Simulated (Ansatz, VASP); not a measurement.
**One calculation of GaP, two programs**

File INCAR:

```
SYSTEM = GaP
ALGO = Normal
EDIFF = 1E-6
ENCUT = 520
GGA = PE
ISIF = 2
ISMEAR = -1
LASPH = .TRUE.
LCHARG = .TRUE.
LELF = .TRUE.
LREAL = .FALSE.
LVHAR = .TRUE.
LWAVE = .FALSE.
NBANDS = 16
NELM = 100
PREC = Accurate
SIGMA = 0.02
```

Contents of KPOINTS:

```
k-points
0
G
  8 8 8
  0 0 0
```

The input POSCAR:

```
GaP
1.0
    0.0000000000      2.6708913017      2.6708913017
    2.6708913017      0.0000000000      2.6708913017
    2.6708913017      2.6708913017      0.0000000000
Ga P
1 1
Direct
    0.0000000000      0.0000000000      0.0000000000
    0.2500000000      0.2500000000      0.2500000000
```

Input for Ansatz:

```yaml
crystal:
  lattice:
    - [0.0, 2.6708913017, 2.6708913017]
    - [2.6708913017, 0.0, 2.6708913017]
    - [2.6708913017, 2.6708913017, 0.0]
  atoms:
    - { symbol: Ga, position: [0.0, 0.0, 0.0] }
    - { symbol: P, position: [0.25, 0.25, 0.25] }
kpoints:
  mp_grid: { grid: [8, 8, 8] }
  band_path:
    path:
      - [0.0, 0.0, 0.0]
      - [-0.5, -0.5, 0.0]
      - [-0.375, -0.375, 0.25]
      - [-0.375, 0.0, 0.375]
      - [0.0, 0.0, 0.5]
      - [-0.5, -0.25, 0.25]
      - [0.0, 0.429687, 0.429688]
    npoints: 1
hamiltonian:
  xc: pbe
scf:
  occupations: { method: fermi_dirac, width: 0.02 }
  n_extra_bands: 4
output:
  forces: true
  stress: true
  eigenvalues: true
  write_density: true
  write_potential: true
  elf: true
  volumetric_format: npy
```

Change from the starting cell: hydrostatic strain -2.0%.

Alike in both runs: task single point; functional PBE; k mesh 8 × 8 × 8; occupations fermi-dirac, width 0.02 eV; no spin polarisation.

|  | VASP | Ansatz |
| --- | --- | --- |
| version | VASP 6.6.1 | Ansatz 0.2.0 |
| potentials or method | VASP PAW PBE potentials, release 64 (Ga_d, P) | plane waves, PAW |
| plane-wave cutoff (eV) | 520 | 420 |
| valence electrons in the cell | 18 | 18 |

```tsv
	VASP	Ansatz	Ansatz less VASP
gap on the k mesh at the Fermi level (eV)	1.52	1.52	0.000
pressure (GPa)	8.4	8.6	+0.13
```
